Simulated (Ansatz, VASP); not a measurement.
**MoS2: VASP beside Ansatz**

File INCAR:

```
SYSTEM = MoS2
ALGO     = Normal         ! electronic algorithm
EDIFF    = 1E-8           ! SCF threshold, eV
ENCUT    = 520            ! plane-wave cutoff, eV
GGA      = PE             ! functional
ISIF     = 2              ! what is computed and relaxed
ISMEAR   = -1             ! smearing method
LASPH    = .True.         ! aspherical terms in the spheres
LCHARG   = .False.        ! write CHGCAR
LEFG     = .True.       
LREAL    = .False.        ! projectors in reciprocal space
LWAVE    = .False.        ! write WAVECAR
NBANDS   = 35             ! bands
NELM     = 60             ! most SCF steps
PREC     = Accurate       ! precision mode
SIGMA    = 0.03           ! smearing width, eV
```

File KPOINTS:

```
k-points
0
Gamma
  10 10 3
  0 0 0
```

File POSCAR:

```
MoS2
1.0
    3.1715033452      0.0000000000      0.0000000000
   -1.5857516726      2.7466024651      0.0000000000
    0.0000000000      0.0000000000     12.3358474762
Mo S
2 4
Direct
    0.3333333333      0.6666666667      0.2500000000
    0.6666666667      0.3333333333      0.7500000000
    0.3333333333      0.6666666667      0.6275000000
    0.6666666667      0.3333333333      0.1275000000
    0.3333333333      0.6666666667      0.8725000000
    0.6666666667      0.3333333333      0.3725000000
```

Input for Ansatz:

```yaml
crystal:
  lattice:
    - [3.1715033452, 0.0, 0.0]
    - [-1.5857516726, 2.7466024651, 0.0]
    - [0.0, 0.0, 12.3358474762]
  atoms:
    - { symbol: Mo, position: [0.3333333333, 0.6666666667, 0.25] }
    - { symbol: Mo, position: [0.6666666667, 0.3333333333, 0.75] }
    - { symbol: S, position: [0.3333333333, 0.6666666667, 0.6275] }
    - { symbol: S, position: [0.6666666667, 0.3333333333, 0.1275] }
    - { symbol: S, position: [0.3333333333, 0.6666666667, 0.8725] }
    - { symbol: S, position: [0.6666666667, 0.3333333333, 0.3725] }
kpoints:
  mp_grid: { grid: [10, 10, 3] }
scf:
  occupations: { method: fermi_dirac, width: 0.03 }
hamiltonian:
  xc: pbe
  pseudopotentials: { kind: all_electron, datasets: crystal }
output:
  forces: true
  stress: true
  eigenvalues: true
  efg: { contact_densities: true }
```

Change from the starting cell: volume scaled by 1.01, crystal datasets.

Alike in both runs: task electric field gradients; functional PBE; k mesh 10 × 10 × 3; occupations fermi-dirac, width 0.03 eV; no spin polarisation.

|  | VASP | Ansatz |
| --- | --- | --- |
| version | VASP 6.6.1 | Ansatz 0.2.0 |
| potentials or method | VASP PAW PBE potentials, release 64 (Mo_sv, S), cutoff 520 eV | all-electron PAW with datasets made for the crystal, scalar-relativistic |

Ansatz gave:

- pressure (GPa): 7.2
- traceless stress, the component that is largest in VASP (GPa): 4.29
- rms of the force components (eV/Å): 0.486
- size of Vzz on the site where it differs most (V/Å²): 89.9

Problem. Which values does VASP return?

Solution. Pressure (GPa): 7.0; traceless stress, the component that is largest in VASP (GPa): 4.24; rms of the force components (eV/Å): 0.478; size of Vzz on the site where it differs most (V/Å²): 92.3.

Atom by atom the forces differ by 0.009 eV/Å (rms over components). Ansatz ran all-electron here, and VASP with PAW potentials.
